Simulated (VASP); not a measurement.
# Zn (Im-3m) in VASP: notebook

The runs below take Zn through single point, with RPBE.

Program: VASP 6.6.1. These are calculated values, not measurements. Logs are shortened: lines on timing, memory, paths and dates and some standing lists are left out, and cuts for length are marked.

### Step 1. The cell of the first run

Symmetry: Im-3m, No. 229, cubic system. The conventional cell has a = 3.095 Å, b = 3.095 Å, c = 3.095 Å, α = 90.00°, β = 90.00°, γ = 90.00°. Within 3.5 Å of Zn (site symmetry m-3m) lie 14 Zn at 2.68 to 3.09 Å.

This isn't the form of Zn at room conditions, which is hcp.

### Step 2. Single point, RPBE (14.82 Å³/atom)

Input file INCAR:

```
PREC     = Accurate       # precision mode
ENCUT    = 520            # plane-wave cutoff, eV
EDIFF    = 1E-6           # SCF threshold, eV
ISMEAR   = -1             # smearing method
SIGMA    = 0.1            # smearing width, eV
LREAL    = False          # projectors in reciprocal space
LASPH    = True           # aspherical terms in the spheres
NELM     = 60             # most SCF steps
ALGO     = Normal         # electronic algorithm
ISIF     = 2              # what is computed and relaxed
LWAVE    = False          # write WAVECAR
LCHARG   = False          # write CHGCAR
GGA      = RP             # functional
NBANDS   = 12             # bands
```

Input file KPOINTS:

```
Automatic mesh
0
Gamma
  16 16 16
```

Input file POSCAR:

```
Zn
1.0
   -1.5474861431      1.5474861431      1.5474861431
    1.5474861431     -1.5474861431      1.5474861431
    1.5474861431      1.5474861431     -1.5474861431
Zn
1
Direct
    0.0000000000      0.0000000000      0.0000000000
```

Potentials or basis: VASP PAW PBE potentials, release 64 (Zn).

On the command line:

```sh
cat potpaw_PBE.64/Zn/POTCAR > POTCAR
mpirun -np 1 vasp_std > vasp.out
```

OUTCAR:

```text
PREC = Accurate
   ENCUT = 520
   EDIFF = 1E-6
   ISMEAR = -1
   LREAL = False
   LASPH = True
   NELM = 60
   ISIF = 2
   GGA = RP

 ion  position               nearest neighbor table
   1  0.000  0.000  0.000-

  LATTYP: Found a body centered cubic cell.
 ALAT       =     3.0949722862

  Lattice vectors:

 A1 = (  -1.5474861431,   1.5474861431,   1.5474861431)
 A2 = (   1.5474861431,  -1.5474861431,   1.5474861431)
 A3 = (   1.5474861431,   1.5474861431,  -1.5474861431)

Analysis of symmetry for initial positions (statically):
=====================================================================
 Subroutine PRICEL returns:
 Original cell was already a primitive cell.

 Routine SETGRP: Setting up the symmetry group for a
 body centered cubic supercell.

 Subroutine GETGRP returns: Found 48 space group operations
 (whereof 48 operations were pure point group operations)
 out of a pool of 48 trial point group operations.

The static configuration has the point symmetry O_h .

Analysis of symmetry for dynamics (positions and initial velocities):
=====================================================================
 Subroutine PRICEL returns:
 Original cell was already a primitive cell.

 Routine SETGRP: Setting up the symmetry group for a
 body centered cubic supercell.

 Subroutine GETGRP returns: Found 48 space group operations
 (whereof 48 operations were pure point group operations)
 out of a pool of 48 trial point group operations.

The dynamic configuration has the point symmetry O_h .

 Subroutine INISYM returns: Found 48 space group operations
 (whereof 48 operations are pure point group operations),
 and found     1 'primitive' translations

----------------------------------------------------------------------------------------

                                     Primitive cell

  volume of cell :      14.8231

  direct lattice vectors                    reciprocal lattice vectors
    -1.547486143  1.547486143  1.547486143     0.000000000  0.323104670  0.323104670
     1.547486143 -1.547486143  1.547486143     0.323104670  0.000000000  0.323104670
     1.547486143  1.547486143 -1.547486143     0.323104670  0.323104670  0.000000000

  length of vectors
     2.680324624  2.680324624  2.680324624     0.456939007  0.456939007  0.456939007

  position of ions in fractional coordinates (direct lattice)
     0.000000000  0.000000000  0.000000000

  ion indices of the primitive-cell ions
   primitive index   ion index
                 1           1

----------------------------------------------------------------------------------------

 KPOINTS: Automatic mesh

Automatic generation of k-mesh.
 Grid dimensions read from file:
 generate k-points for:   16   16   16

 Generating k-lattice:

  Cartesian coordinates                     Fractional coordinates (reciprocal lattice)
     0.000000000  0.020194042  0.020194042     0.062500000  0.000000000  0.000000000
     0.020194042  0.000000000  0.020194042     0.000000000  0.062500000  0.000000000
     0.020194042  0.020194042  0.000000000     0.000000000  0.000000000  0.062500000

  Length of vectors
     0.028558688  0.028558688  0.028558688

  Shift w.r.t. Gamma in fractional coordinates (k-lattice)
     0.000000000  0.000000000  0.000000000

 Subroutine IBZKPT returns following result:
 ===========================================

 Found    145 irreducible k-points:

 Following reciprocal coordinates:
            Coordinates               Weight
  0.000000  0.000000  0.000000      1.000000
  0.062500  0.000000  0.000000     12.000000
  0.125000  0.000000  0.000000     12.000000
  0.187500  0.000000  0.000000     12.000000
  0.250000  0.000000  0.000000     12.000000
  0.312500  0.000000  0.000000     12.000000
[... 16 lines left out ...]
  0.187500  0.187500  0.000000     24.000000
  0.250000  0.187500  0.000000     48.000000
 [... further k-points ...]
   k-points           NKPTS =    145   k-points in BZ     NKDIM =    145   number of bands    NBANDS=     12
   number of dos      NEDOS =    301   number of ions     NIONS =      1
   total plane-waves  NPLWV =   8000
   dimension x,y,z NGX =    20 NGY =   20 NGZ =   20
   dimension x,y,z NGXF=    40 NGYF=   40 NGZF=   40
   ions per type =               1
   NGX,Y,Z   is equivalent  to a cutoff of  12.40, 12.40, 12.40 a.u.
   NGXF,Y,Z  is equivalent  to a cutoff of  24.81, 24.81, 24.81 a.u.
 SYSTEM =  unknown system
   PREC   = accura    normal or accurate (medium, high low for compatibility)
   ISTART =      0    job   : 0-new  1-cont  2-samecut
   ICHARG =      2    charge: 1-file 2-atom 10-const
   ISPIN  =      1    spin polarized calculation?
   LNONCOLLINEAR =      F non collinear calculations
   LSORBIT =      F    spin-orbit coupling
   LASPH  =      T    aspherical Exc in radial PAW
   ENCUT  =  520.0 eV  38.22 Ry    6.18 a.u.   4.98  4.98  4.98*2*pi/ulx,y,z
   NELM   =     60;   NELMIN=  2; NELMDL= -5     # of ELM steps
   EDIFF  = 0.1E-05   stopping-criterion for ELM
   LREAL  =      F    real-space projection
   EDIFFG = 0.1E-04   stopping-criterion for IOM
   NSW    =      0    number of steps for IOM
   IBRION =     -1    ionic relax: 0-MD 1-quasi-New 2-CG
   NFREE  =      0    steps in history (QN), initial steepest desc. (CG)
   ISIF   =      2    stress and relaxation
   ISYM   =      2    0-nonsym 1-usesym 2-fastsym
   POTIM  = 0.5000    time-step for ionic-motion
   TEBEG  =    0.0;   TEEND  =   0.0 temperature during run
   PSTRESS=    0.0 pullay stress
   NELECT =      12.0000    total number of electrons
   NUPDOWN=      -1.0000    fix difference up-down
   EMIN   =  10.00;   EMAX   =-10.00  energy-range for DOS
   EFERMI =   0.00;   METHOD = LEGACY
   ISMEAR =    -1;   SIGMA  =   0.10  broadening in eV -4-tet -1-fermi 0-gaus
   EFERMI_NEDOS =   21; number of points for ismear=-14 and -15
   IALGO  =     38    algorithm
   IMIX   =      4    mixing-type and parameters
     AMIX     =   0.40;   BMIX     =  1.00
     AMIX_MAG =   1.60;   BMIX_MAG =  1.00
  volume/ion in A,a.u.               =      14.82       100.03
  Fermi-wavevector in a.u.,A,eV,Ry     =   1.525768  2.883283 31.673924  2.327968
  Thomas-Fermi vector in A             =   2.633893
   LORBIT       =      0    0 simple, 1 ext, 2 COOP (PROOUT), +10 PAW based schemes
   GGA     = RP    functional components
   LHFCALC =     F    Hartree Fock is set to
   AEXX    =    0.0000 exact exchange contribution
   IVDW    =     0    specifies the selected vdW correction
   LEPSILON=     F    determine dielectric tensor
   LRPA    =     F    only Hartree local field effects (RPA)
 non-spin polarized calculation
  energy-cutoff  :      520.00
  volume of cell :       14.82
 maximum number of plane-waves:       420
   NGX =  9   NGY =  9   NGZ =  9

 number of electron      12.0000014 magnetization

 Free energy of the ion-electron system (eV)
  ---------------------------------------------------
  ext. energy  EPLUGINS =         0.00000000
  ---------------------------------------------------
  free energy    TOTEN  =        -0.64930499 eV

  energy without entropy =       -0.63909856  energy(sigma->0) =       -0.64420178

 E-fermi :   3.6231     XC(G=0): -11.5671

 val. band max:        3.6025636038   @ k =   0.3750   0.1250   0.0625
 cond. band min:       3.6459503919   @ k =  -0.4375  -0.4375   0.1875
 fundamental gap:      0.0433867880
 Fermi energy:         3.6230833359

 k-point     1 :       0.0000    0.0000    0.0000
  band No.  band energies     occupation
      1      -7.1293      2.00000
      2      -4.3254      2.00000
      3      -4.3254      2.00000
      4      -4.3254      2.00000
      5      -3.7934      2.00000
      6      -3.7934      2.00000
      7      23.3182      0.00000
      8      23.3182      0.00000
      9      23.3182      0.00000
     10      24.5471      0.00000
     11      24.5471      0.00000
     12      24.5471      0.00000

 k-point     2 :       0.0625    0.0000    0.0000
  band No.  band energies     occupation
      1      -7.0023      2.00000
      2      -4.3379      2.00000
      3      -4.3227      2.00000
      4      -4.2945      2.00000
      5      -3.8053      2.00000
      6      -3.7926      2.00000
      7      21.3409      0.00000
      8      22.3162      0.00000
      9      22.6451      0.00000
     10      23.6380      0.00000
     11      23.6722      0.00000
     12      24.3665      0.00000

 k-point     3 :       0.1250    0.0000    0.0000
  band No.  band energies     occupation
      1      -6.6289      2.00000
      2      -4.3734      2.00000
      3      -4.3128      2.00000
      4      -4.2054      2.00000
      5      -3.8335      2.00000
      6      -3.7901      2.00000
      7      18.0742      0.00000
      8      20.7013      0.00000
      9      21.2391      0.00000
     10      22.4664      0.00000
     11      22.9183      0.00000
     12      24.6913      0.00000
[... 286 lines left out ...]
 k-point    23 :       0.1875    0.1875    0.0000
  band No.  band energies     occupation
      1      -4.8189      2.00000
      2      -4.4461      2.00000
      3      -4.2930      2.00000
      4      -3.8977      2.00000
      5      -3.7449      2.00000
      6      -2.8012      2.00000
      7      11.0080      0.00000
      8      11.2876      0.00000
      9      16.6666      0.00000
     10      22.8710      0.00000
     11      23.7817      0.00000
     12      27.9935      0.00000

 k-point    24 :       0.2500    0.1875    0.0000
  band No.  band energies     occupation
      1      -4.7589      2.00000
      2      -4.4985      2.00000
      3      -4.1353      2.00000
      4      -3.8764      2.00000
      5      -3.7147      2.00000
      6      -1.6768      2.00000
      7       8.4365      0.00000
      8      10.3796      0.00000
      9      15.9437      0.00000
     10      22.6475      0.00000
     11      24.5726      0.00000
     12      28.3067      0.00000

 [... further k-points ...]

------------------------ aborting loop because EDIFF is reached ----------------------------------------

  FORCE on cell =-STRESS in cart. coord.  units (eV):
  Direction    XX          YY          ZZ          XY          YZ          ZX
  --------------------------------------------------------------------------------------
  -------------------------------------------------------------------------------------
  Total        0.5796922      0.5796922      0.5796922      0.0000000     -0.0000000      0.0000000
  in kB       62.6567359     62.6567359     62.6567359      0.0000000     -0.0000000      0.0000000
  external PRESSURE =      62.6567359 kB  Pullay stress =       0.0000000 kB

 VOLUME and BASIS-vectors are now :
 -----------------------------------------------------------------------------
  energy-cutoff  :      520.00
  volume of cell :       14.82
      direct lattice vectors                 reciprocal lattice vectors
    -1.547486143  1.547486143  1.547486143     0.000000000  0.323104670  0.323104670
     1.547486143 -1.547486143  1.547486143     0.323104670  0.000000000  0.323104670
     1.547486143  1.547486143 -1.547486143     0.323104670  0.323104670  0.000000000

 POSITION                                       TOTAL-FORCE (eV/Angst)
 -----------------------------------------------------------------------------------
      0.00000      0.00000      0.00000         0.000000      0.000000     -0.000000
 -----------------------------------------------------------------------------------
    total drift:                                0.000000     -0.000000      0.000000

  FREE ENERGIE OF THE ION-ELECTRON SYSTEM (eV)
  ---------------------------------------------------
  free  energy   TOTEN  =        -0.6493049920 eV

  energy  without entropy=       -0.6390985624  energy(sigma->0) =       -0.64420178
```

It took 9.7 s on 1 thread of Intel Xeon Platinum 8488C (Sapphire Rapids), shared host; peak memory 0.14 GiB.

What came out:

```yaml
Free_energy: -0.6493 eV
Pressure: 6.3 GPa
Band_gap_on_the_k_mesh: zero (bands 6 and 7 overlap by 5.16 eV)
```

Levels at points of the mesh, in eV from the Fermi level:
| k point | band 4 | band 5 | band 6 | band 7 | band 8 | band 9 |
| --- | --- | --- | --- | --- | --- | --- |
| (0.00, 0.00, 0.00) | -7.95 | -7.42 | -7.42 | 19.70 | 19.70 | 19.70 |
| (0.50, 0.00, 0.00) | -7.38 | -7.06 | -2.91 | -0.97 | 11.60 | 12.87 |
| (0.50, 0.50, 0.50) | -7.14 | -7.14 | 4.19 | 4.19 | 4.19 | 7.98 |

Caveat: the cell stands under pressure; the PAW data sets were made with another functional, which shifts forces and pressure a little.

(Part 1 of 2 ends here.)
